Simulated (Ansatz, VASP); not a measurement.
# Ru: VASP beside Ansatz

```
Ru
1.0
     3.98814    0.00000    0.00000
    -1.99407    3.45383    0.00000
     0.00000    0.00000    5.52572
Ru
4
Cartesian
  1.9941 1.1513 0.2280
  0.0000 2.3026 2.9908
  1.9941 1.1513 2.5349
  0.0000 2.3026 5.2977
```

Alike in both runs: functional PBEsol; k mesh 6 × 6 × 4; occupations gaussian, width 0.1 eV; no spin polarisation.

Ansatz relaxed the structure, and its values are those at the end. VASP's run is a single point on that final structure, the one shown.

```csv
,VASP,Ansatz
version,VASP 6.6.1,Ansatz 0.2.0
potentials or method,"VASP PAW PBE potentials, release 64 (Ru_pv), cutoff 520 eV","scalar-relativistic, plane waves, PAW"
valence electrons in the cell,56,64
```

Ansatz gave:

* gap on the k mesh at the Fermi level (eV): none
* pressure (GPa): 0.0
* rms of the force components (eV/Å): 0.005

**Question.** Which values does VASP return?

**Answer.** gap on the k mesh at the Fermi level (eV): none; pressure (GPa): 0.3; rms of the force components (eV/Å): 0.026.

VASP's potentials were made for PBE, not for PBEsol. A gap of «none» marks a metal or a gap that the smearing closes. VASP's potentials hold 56 valence electrons a cell and Ansatz's 64, so a difference there can come from the potentials and not from the codes.
